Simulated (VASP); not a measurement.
Here is a VASP 6.6.1 calculation.

File INCAR:

```
SYSTEM = Pt3IO
PREC     = Accurate       ! precision mode
ENCUT    = 520            ! plane-wave cutoff, eV
EDIFF    = 1E-6           ! SCF threshold, eV
ISMEAR   = 0              ! smearing method
SIGMA    = 0.0144         ! smearing width, eV
LREAL    = .False.        ! projectors in reciprocal space
LASPH    = .True.         ! aspherical terms in the spheres
NELM     = 60             ! most SCF steps
ALGO     = Normal         ! electronic algorithm
ISIF     = 2              ! what is computed and relaxed
LWAVE    = .False.        ! write WAVECAR
LCHARG   = .False.        ! write CHGCAR
GGA      = PE             ! functional
NBANDS   = 54             ! bands
```

KPOINTS

```
regular mesh
0
Gamma
  4 4 3
  0 0 0
```

The input POSCAR:

```
Pt3IO
1.0
    3.1608470000      5.4747460000      0.0000000000
   -3.1608470000      5.4747460000      0.0000000000
    0.0000000000      0.0000000000      5.6257160000
Pt I O
6 2 2
Direct
    0.1607800000      0.1607800000      0.2500000000
    0.8392200000      0.3215600000      0.7500000000
    0.6784400000      0.1607800000      0.2500000000
    0.8392200000      0.8392200000      0.7500000000
    0.1607800000      0.6784400000      0.2500000000
    0.3215600000      0.8392200000      0.7500000000
    0.6666700000      0.6666600000      0.2500000000
    0.3333300000      0.3333400000      0.7500000000
    0.0000000000      0.0000000000      0.0000000000
    0.0000000000      0.0000000000      0.5000000000
```

Potentials or basis: VASP PAW PBE potentials, release 64 (Pt, I, O).

The run is started by

```bash
$ cat potpaw_PBE.64/Pt/POTCAR potpaw_PBE.64/I/POTCAR potpaw_PBE.64/O/POTCAR > POTCAR
$ mpirun -np 1 vasp_std > vasp.out
```

(1) Estimate the largest force.

(2) Predict the band gap on the k mesh.

(3) Estimate the pressure.

Answers

(1) 1.739 eV/Å.

(2) zero (bands 43 and 44 overlap by 0.33 eV).

(3) -7.7 GPa.

Caveat: the k points lie up to 0.37 Å⁻¹ apart; spin-orbit coupling is left out, which moves the levels of the heavy elements; forces of over 1 eV/Å act on the atoms, so gaps and moduli don't describe the material at rest.
